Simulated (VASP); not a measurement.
# Si (Immm) in VASP: further runs

The runs below take Si through single point, with r2SCAN.

Everything below comes from runs of VASP 6.6.1. Logs are shortened: lines on timing, memory, paths and dates and some standing lists are left out, and cuts for length are marked.

### Step 1. The cell of the first run

The structure is orthorhombic, space group Immm (No. 71). Conventional cell: a = 3.845 Å, b = 6.401 Å, c = 6.900 Å, α = 90.00°, β = 90.00°, γ = 90.00°. Within 3.0 Å of Si (site symmetry m) lie 4 Si at 2.29 to 2.47 Å.

### Step 2. Single point, r2SCAN (strain +0.0375 x Voigt [1, -1, 0, 0, 0, 0])

The input, POSCAR:

```
Si
1.0
   -3.4501484509      3.2007401291      1.9223856600
    3.4501484509     -3.2007401291      1.9223856600
    3.4501484509      3.2007401291     -1.9223856600
Si
4
Direct
    0.1788010600      0.1788010600      0.3576021200
    0.8211989400      0.8211989400      0.6423978800
    0.1788010600      0.8211989400      0.0000000000
    0.8211989400      0.1788010600      0.0000000000
```

The input, INCAR.step1:

```
ALGO     = Normal         # electronic algorithm
EDIFF    = 1E-4           # SCF threshold, eV
ENCUT    = 520            # plane-wave cutoff, eV
GGA      = PE             # functional
ISMEAR   = 0              # smearing method
LASPH    = T              # aspherical terms in the spheres
LCHARG   = F              # write CHGCAR
LREAL    = F              # projectors in reciprocal space
LWAVE    = T              # write WAVECAR
NBANDS   = 16             # bands
NELM     = 60             # most SCF steps
PREC     = Accurate       # precision mode
SIGMA    = 0.03           # smearing width, eV
```

The input, INCAR.step2:

```
ALGO     = Normal         # electronic algorithm
EDIFF    = 1E-7           # SCF threshold, eV
ENCUT    = 520            # plane-wave cutoff, eV
ISIF     = 2              # what is computed and relaxed
ISMEAR   = 0              # smearing method
ISTART   = 1            
LASPH    = T              # aspherical terms in the spheres
LCHARG   = F              # write CHGCAR
LMIXTAU  = T            
LREAL    = F              # projectors in reciprocal space
LWAVE    = F              # write WAVECAR
METAGGA  = R2SCAN         # meta-GGA
NBANDS   = 16             # bands
NELM     = 60             # most SCF steps
PREC     = Accurate       # precision mode
SIGMA    = 0.03           # smearing width, eV
```

The input, KPOINTS:

```
k-points
0
Gamma
  10 10 10
```

Potentials or basis: VASP PAW PBE potentials, release 64 (Si).

On the command line:

```bash
> cat potpaw_PBE.64/Si/POTCAR > POTCAR
> cp INCAR.step1 INCAR
> mpirun -np 1 vasp_std > vasp.out
> cp INCAR.step2 INCAR
> mpirun -np 1 vasp_std > vasp.out
```

OUTCAR:

```text
EDIFF = 1E-7
   ENCUT = 520
   ISIF = 2
   ISMEAR = 0
   ISTART = 1
   LASPH = T
   LREAL = F
   METAGGA = R2SCAN
   NELM = 60
   PREC = Accurate

 ion  position               nearest neighbor table
   1  0.179  0.179  0.358-   4 2.29   2 2.34   2 2.34   3 2.47
   2  0.821  0.821  0.642-   3 2.29   1 2.34   1 2.34   4 2.47
   3  0.179  0.821  0.000-   2 2.29   4 2.34   4 2.34   1 2.47
   4  0.821  0.179  0.000-   1 2.29   3 2.34   3 2.34   2 2.47

  LATTYP: Found a body centered orthorhombic cell.
 ALAT       =     3.8447713200
 B/A-ratio  =     1.6649833567
 C/A-ratio  =     1.7947223196

  Lattice vectors:

 A1 = (  -3.4501484509,   3.2007401291,  -1.9223856600)
 A2 = (  -3.4501484509,  -3.2007401291,   1.9223856600)
 A3 = (   3.4501484509,   3.2007401291,   1.9223856600)

Analysis of symmetry for initial positions (statically):
=====================================================================
 Subroutine PRICEL returns:
 Original cell was already a primitive cell.

 Routine SETGRP: Setting up the symmetry group for a
 body centered orthorhombic supercell.

 Subroutine GETGRP returns: Found  8 space group operations
 (whereof  8 operations were pure point group operations)
 out of a pool of  8 trial point group operations.

The static configuration has the point symmetry D_2h.

Analysis of symmetry for dynamics (positions and initial velocities):
=====================================================================
 Subroutine PRICEL returns:
 Original cell was already a primitive cell.

 Routine SETGRP: Setting up the symmetry group for a
 body centered orthorhombic supercell.

 Subroutine GETGRP returns: Found  8 space group operations
 (whereof  8 operations were pure point group operations)
 out of a pool of  8 trial point group operations.

The dynamic configuration has the point symmetry D_2h.

 Subroutine INISYM returns: Found  8 space group operations
 (whereof  8 operations are pure point group operations),
 and found     1 'primitive' translations

----------------------------------------------------------------------------------------

                                     Primitive cell

  volume of cell :      84.9158

  direct lattice vectors                    reciprocal lattice vectors
    -3.450148451  3.200740129  1.922385660     0.000000000  0.156213869  0.260093492
     3.450148451 -3.200740129  1.922385660     0.144921300  0.000000000  0.260093492
     3.450148451  3.200740129 -1.922385660     0.144921300  0.156213869  0.000000000

  length of vectors
     5.083682556  5.083682556  5.083682556     0.303399733  0.297742856  0.213084388

  position of ions in fractional coordinates (direct lattice)
     0.178801060  0.178801060  0.357602120
     0.821198940  0.821198940  0.642397880
     0.178801060  0.821198940  0.000000000
     0.821198940  0.178801060  1.000000000

  ion indices of the primitive-cell ions
   primitive index   ion index
                 1           1
                 2           2
                 3           3
                 4           4

----------------------------------------------------------------------------------------

 KPOINTS: k-points

Automatic generation of k-mesh.
 Grid dimensions read from file:
 generate k-points for:   10   10   10

 Generating k-lattice:

  Cartesian coordinates                     Fractional coordinates (reciprocal lattice)
     0.000000000  0.015621387  0.026009349     0.100000000 -0.000000000  0.000000000
     0.014492130  0.000000000  0.026009349     0.000000000  0.100000000  0.000000000
     0.014492130  0.015621387  0.000000000     0.000000000 -0.000000000  0.100000000

  Length of vectors
     0.030339973  0.029774286  0.021308439

  Shift w.r.t. Gamma in fractional coordinates (k-lattice)
     0.000000000  0.000000000  0.000000000

 Subroutine IBZKPT returns following result:
 ===========================================

 Found    171 irreducible k-points:

 Following reciprocal coordinates:
            Coordinates               Weight
  0.000000  0.000000  0.000000      1.000000
  0.100000  0.000000 -0.000000      4.000000
  0.200000  0.000000 -0.000000      4.000000
  0.300000  0.000000 -0.000000      4.000000
  0.400000  0.000000 -0.000000      4.000000
  0.500000  0.000000 -0.000000      2.000000
[... 16 lines left out ...]
 -0.400000  0.200000  0.000000      8.000000
 -0.300000  0.200000  0.000000      8.000000
 [... further k-points ...]
   k-points           NKPTS =    171   k-points in BZ     NKDIM =    171   number of bands    NBANDS=     16
   number of dos      NEDOS =    301   number of ions     NIONS =      4
   total plane-waves  NPLWV =  64000
   dimension x,y,z NGX =    40 NGY =   40 NGZ =   40
   dimension x,y,z NGXF=    80 NGYF=   80 NGZF=   80
   ions per type =               4
   NGX,Y,Z   is equivalent  to a cutoff of  13.08, 13.08, 13.08 a.u.
   NGXF,Y,Z  is equivalent  to a cutoff of  26.16, 26.16, 26.16 a.u.
 SYSTEM =  unknown system
   PREC   = accura    normal or accurate (medium, high low for compatibility)
   ISTART =      1    job   : 0-new  1-cont  2-samecut
   ICHARG =      0    charge: 1-file 2-atom 10-const
   ISPIN  =      1    spin polarized calculation?
   LNONCOLLINEAR =      F non collinear calculations
   LSORBIT =      F    spin-orbit coupling
   LASPH  =      T    aspherical Exc in radial PAW
   ENCUT  =  520.0 eV  38.22 Ry    6.18 a.u.   9.45  9.45  9.45*2*pi/ulx,y,z
   NELM   =     60;   NELMIN=  2; NELMDL=  0     # of ELM steps
   EDIFF  = 0.1E-06   stopping-criterion for ELM
   LREAL  =      F    real-space projection
   EDIFFG = 0.1E-05   stopping-criterion for IOM
   NSW    =      0    number of steps for IOM
   IBRION =     -1    ionic relax: 0-MD 1-quasi-New 2-CG
   NFREE  =      0    steps in history (QN), initial steepest desc. (CG)
   ISIF   =      2    stress and relaxation
   ISYM   =      2    0-nonsym 1-usesym 2-fastsym
   POTIM  = 0.5000    time-step for ionic-motion
   TEBEG  =    0.0;   TEEND  =   0.0 temperature during run
   PSTRESS=    0.0 pullay stress
   NELECT =      16.0000    total number of electrons
   NUPDOWN=      -1.0000    fix difference up-down
   EMIN   =  10.00;   EMAX   =-10.00  energy-range for DOS
   EFERMI =   0.00;   METHOD = LEGACY
   ISMEAR =     0;   SIGMA  =   0.03  broadening in eV -4-tet -1-fermi 0-gaus
   EFERMI_NEDOS =   21; number of points for ismear=-14 and -15
   IALGO  =     38    algorithm
   IMIX   =      4    mixing-type and parameters
     AMIX     =   0.40;   BMIX     =  1.00
     AMIX_MAG =   1.60;   BMIX_MAG =  1.00
  volume/ion in A,a.u.               =      21.23       143.26
  Fermi-wavevector in a.u.,A,eV,Ry     =   0.938538  1.773580 11.984744  0.880854
  Thomas-Fermi vector in A             =   2.065760
   LORBIT       =      0    0 simple, 1 ext, 2 COOP (PROOUT), +10 PAW based schemes
   METAGGA = R2SCAN    functional components
   LHFCALC =     F    Hartree Fock is set to
   AEXX    =    0.0000 exact exchange contribution
   IVDW    =     0    specifies the selected vdW correction
   LEPSILON=     F    determine dielectric tensor
   LRPA    =     F    only Hartree local field effects (RPA)
 non-spin polarized calculation
 Gauss-broadening in eV      SIGMA  =   0.03
  energy-cutoff  :      520.00
  volume of cell :       84.92
 maximum number of plane-waves:      2307
 NGX is ok and might be reduce to    40
   NGX = 19   NGY = 19   NGZ = 19

 number of electron      16.0000000 magnetization

 Free energy of the ion-electron system (eV)
  ---------------------------------------------------
  ext. energy  EPLUGINS =         0.00000000
  ---------------------------------------------------
  free energy    TOTEN  =       -34.48251229 eV

  energy without entropy =      -34.48251229  energy(sigma->0) =      -34.48251229

 E-fermi :   5.7224     XC(G=0):  -9.5387

 val. band max:        5.5843726234   @ k =   0.5000   0.5000   0.5000
 cond. band min:       5.8507240178   @ k =  -0.1000  -0.2000   0.1000
 fundamental gap:      0.2663513944
 Fermi energy:         5.7224381502

 k-point     1 :       0.0000    0.0000    0.0000
  band No.  band energies     occupation
      1      -7.2755      2.00000
      2      -2.7627      2.00000
      3      -0.8624      2.00000
      4       0.0148      2.00000
      5       1.4282      2.00000
      6       3.5313      2.00000
[... 8 lines left out ...]
     15      11.1446      0.00000
     16      12.8417      0.00000

 k-point     2 :       0.1000    0.0000   -0.0000
  band No.  band energies     occupation
      1      -7.1563      2.00000
      2      -2.8423      2.00000
      3      -0.6413      2.00000
      4      -0.1885      2.00000
      5       1.5825      2.00000
      6       3.0110      2.00000
[... 8 lines left out ...]
     15      10.7345      0.00000
     16      13.4830      0.00000

 k-point     3 :       0.2000    0.0000   -0.0000
  band No.  band energies     occupation
      1      -6.8053      2.00000
      2      -2.9550      2.00000
      3      -0.7020      2.00000
      4      -0.2782      2.00000
      5       1.8038      2.00000
      6       2.2779      2.00000
[... 8 lines left out ...]
     15      11.6032      0.00000
     16      12.8377      0.00000

 k-point     4 :       0.3000    0.0000   -0.0000
  band No.  band energies     occupation
      1      -6.2490      2.00000
      2      -2.9649      2.00000
      3      -1.5144      2.00000
      4      -0.4200      2.00000
      5       1.3636      2.00000
      6       1.9871      2.00000
[... 8 lines left out ...]
     15      12.0930      0.00000
     16      12.2143      0.00000
[... 324 lines left out ...]
 k-point    22 :       0.5000    0.2000   -0.0000
  band No.  band energies     occupation
      1      -5.7376      2.00000
      2      -3.9504      2.00000
      3      -1.9500      2.00000
      4      -0.0115      2.00000
      5       1.0249      2.00000
      6       2.6071      2.00000
[... 8 lines left out ...]
     15      11.9819      0.00000
     16      12.3970      0.00000

 k-point    23 :      -0.4000    0.2000    0.0000
  band No.  band energies     occupation
      1      -6.3506      2.00000
      2      -4.0631      2.00000
      3      -1.1756      2.00000
      4       0.4059      2.00000
      5       1.7706      2.00000
      6       2.6071      2.00000
[... 8 lines left out ...]
     15      11.3767      0.00000
     16      12.0903      0.00000

 k-point    24 :      -0.3000    0.2000    0.0000
  band No.  band energies     occupation
      1      -6.8056      2.00000
      2      -3.9465      2.00000
      3      -0.5950      2.00000
      4       0.1192      2.00000
      5       2.7926      2.00000
      6       2.9136      2.00000
[... 8 lines left out ...]
     15      11.8861      0.00000
     16      12.5705      0.00000

 [... further k-points ...]

------------------------ aborting loop because EDIFF is reached ----------------------------------------

  FORCE on cell =-STRESS in cart. coord.  units (eV):
  Direction    XX          YY          ZZ          XY          YZ          ZX
  --------------------------------------------------------------------------------------
  -------------------------------------------------------------------------------------
  Total       -3.4286588      4.4748480     -0.1586578      0.0000000      0.0000000      0.0000000
  in kB      -64.6913392     84.4306556     -2.9935274      0.0000000      0.0000000      0.0000000
  external PRESSURE =       5.5819296 kB  Pullay stress =       0.0000000 kB

 VOLUME and BASIS-vectors are now :
 -----------------------------------------------------------------------------
  energy-cutoff  :      520.00
  volume of cell :       84.92
      direct lattice vectors                 reciprocal lattice vectors
    -3.450148451  3.200740129  1.922385660     0.000000000  0.156213869  0.260093492
     3.450148451 -3.200740129  1.922385660     0.144921300  0.000000000  0.260093492
     3.450148451  3.200740129 -1.922385660     0.144921300  0.156213869  0.000000000

 POSITION                                       TOTAL-FORCE (eV/Angst)
 -----------------------------------------------------------------------------------
      1.23378      1.14459     -0.00000        -0.472134      0.730033     -0.000000
      2.21637      2.05615      1.92239         0.472134     -0.730033      0.000000
      2.21637     -2.05615      1.92239         0.472134      0.730033     -0.000000
     -2.21637      2.05615      1.92239        -0.472134     -0.730033      0.000000
 -----------------------------------------------------------------------------------
    total drift:                               -0.000000     -0.000000      0.000000

  FREE ENERGIE OF THE ION-ELECTRON SYSTEM (eV)
  ---------------------------------------------------
  free  energy   TOTEN  =       -34.4825122900 eV

  energy  without entropy=      -34.4825122900  energy(sigma->0) =      -34.48251229
```

Wall time 14 min (1 thread of Intel Xeon 8259CL, shared host); peak memory 0.35 GiB.

What came out:

```yaml
Free_energy: -34.4825 eV
Pressure: 0.6 GPa
Largest_force: 0.869 eV/Å
Band_gap_on_the_k_mesh: 0.27 eV (least direct gap 0.36 eV)
```

Forces in eV/Å, atoms in the order of the input:
```
Si  -0.472  0.730  0.000
Si   0.472 -0.730  0.000
Si   0.472  0.730  0.000
Si  -0.472 -0.730  0.000
```

Stress tensor (GPa, compression positive):
```
-6.47  0.00  0.00
 0.00  8.44  0.00
 0.00  0.00 -0.30
```

Levels at points of the mesh, in eV from the valence-band top:
```tsv
k point	band 6	band 7	band 8	band 9	band 10	band 11
(0.00, 0.00, 0.00)	-2.05	-1.53	-0.84	0.81	1.35	2.02
(0.50, 0.00, 0.00)	-3.62	-2.52	-1.80	1.20	2.58	3.16
(0.00, 0.50, 0.00)	-4.04	-2.90	-1.59	0.48	2.42	3.02
(0.50, 0.50, 0.00)	-2.34	-2.13	-1.95	1.68	1.94	1.99
(0.50, 0.50, 0.50)	-0.43	-0.41	0.00	0.36	3.03	3.87
```

Caveat: the cell differs from its parent crystal (strain +0.0375 x Voigt [1, -1, 0, 0, 0, 0]); the stress differs along the axes, from -6 to 8 GPa; the PAW data sets were made with another functional, which shifts forces and pressure a little. A k mesh can miss the band edges.

### Step 3. Single point, r2SCAN (strain +0.0187 x Voigt [1, -1, 0, 0, 0, 0])

The input, POSCAR:

```
Si
1.0
   -3.3876300982      3.2632584818      1.9223856600
    3.3876300982     -3.2632584818      1.9223856600
    3.3876300982      3.2632584818     -1.9223856600
Si
4
Direct
    0.1788010600      0.1788010600      0.3576021200
    0.8211989400      0.8211989400      0.6423978800
    0.1788010600      0.8211989400      0.0000000000
    0.8211989400      0.1788010600      0.0000000000
```

The input, INCAR.step1:

```
PREC = Accurate
ENCUT = 520
ISMEAR = 0
SIGMA = 0.03
LREAL = False
LASPH = True
NELM = 60
NBANDS = 16
GGA = PE
ALGO = Normal
EDIFF = 1E-4
LWAVE = True
LCHARG = False
```

The input, INCAR.step2:

```
PREC = Accurate
ENCUT = 520
EDIFF = 1E-6
ISMEAR = 0
SIGMA = 0.03
LREAL = False
LASPH = True
NELM = 60
ALGO = Normal
ISIF = 2
LWAVE = False
LCHARG = False
METAGGA = R2SCAN
LMIXTAU = True
NBANDS = 16
ISTART = 1
```

The input, KPOINTS:

```
Automatic mesh
0
Gamma
  10 10 10
```

Potentials or basis: VASP PAW PBE potentials, release 64 (Si).

On the command line:

```bash
> cat potpaw_PBE.64/Si/POTCAR > POTCAR
> cp INCAR.step1 INCAR
> mpirun -np 1 vasp_std > vasp.out
> cp INCAR.step2 INCAR
> mpirun -np 1 vasp_std > vasp.out
```

Run time: 14 min. Hardware: 1 thread of Intel Xeon 8259CL, shared host; peak memory 0.36 GiB.

The run converged. Its results:

- Free energy: -34.5937 eV
- Pressure: 0.0 GPa
- Largest force: 0.420 eV/Å
- Band gap on the k mesh: 0.38 eV (least direct gap 0.48 eV)

Forces in eV/Å, atoms in the order of the input:
```
Si  -0.263  0.327  0.000
Si   0.263 -0.327  0.000
Si   0.263  0.327  0.000
Si  -0.263 -0.327  0.000
```

Stress tensor (GPa, compression positive):
```
-3.51  0.00  0.00
 0.00  3.85  0.00
 0.00  0.00 -0.23
```

Levels at points of the mesh, in eV from the valence-band top:
| k point | band 5 | band 6 | band 7 | band 8 | band 9 | band 10 | band 11 | band 12 |
| --- | --- | --- | --- | --- | --- | --- | --- | --- |
| (0.00, 0.00, 0.00) | -4.05 | -1.82 | -1.56 | -0.71 | 1.33 | 1.47 | 2.19 | 2.27 |
| (0.50, 0.00, 0.00) | -4.62 | -3.62 | -2.52 | -1.67 | 1.11 | 2.62 | 3.23 | 3.76 |
| (0.00, 0.50, 0.00) | -4.72 | -3.83 | -2.71 | -1.56 | 0.76 | 2.54 | 3.16 | 3.57 |
| (0.50, 0.50, 0.00) | -3.09 | -2.23 | -2.05 | -1.83 | 1.79 | 2.05 | 2.08 | 4.24 |
| (0.50, 0.50, 0.50) | -3.22 | -0.34 | -0.20 | 0.00 | 0.48 | 3.41 | 3.89 | 4.29 |

Caveat: the cell differs from its parent crystal (strain +0.0187 x Voigt [1, -1, 0, 0, 0, 0]); the stress differs along the axes, from -4 to 4 GPa; the PAW data sets were made with another functional, which shifts forces and pressure a little. A k mesh can miss the band edges.
